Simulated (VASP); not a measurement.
## V: single point with PBE

V:

```
CELL_PARAMETERS angstrom
4.09505 0.00000 0.00000
-2.04753 3.54642 0.00000
0.00000 0.00000 2.20594
ATOMIC_POSITIONS crystal
V 0.00000 0.00000 0.00000
V 0.33333 0.66667 0.50000
V 0.66667 0.33333 0.50000
```

This isn't the form of V at room conditions, which is bcc.

```json
{
 "Program": "VASP 6.6.1",
 "Task": "single point",
 "Functional": "PBE",
 "Potentials or basis": "VASP PAW PBE potentials, release 64 (V_sv)",
 "Cutoff": "520 eV",
 "k mesh": "9 × 9 × 13",
 "Occupations": "fermi-dirac, width 0.1 eV",
 "Spin": "no spin polarisation"
}
```

```
Pressure               : 70.2 GPa
Band gap on the k mesh : zero (an odd number of electrons rules out a gap without spin polarisation)
```

Stress tensor (GPa, compression positive):
```
69.69  0.00  0.00
 0.00 69.69  0.00
 0.00  0.00 71.25
```

Levels at points of the mesh, in eV from the Fermi level:
```tsv
k point	band 16	band 17	band 18	band 19	band 20	band 21	band 22	band 23	band 24	band 25
(0.00, 0.00, 0.00)	-1.58	-1.58	-1.58	-1.47	-1.11	0.57	0.57	3.02	3.02	3.02
```

Wall time 68 s on 1 thread of Intel Xeon 8259CL (shared host), peak memory 0.18 GiB.

Caveat: the cell stands under pressure.
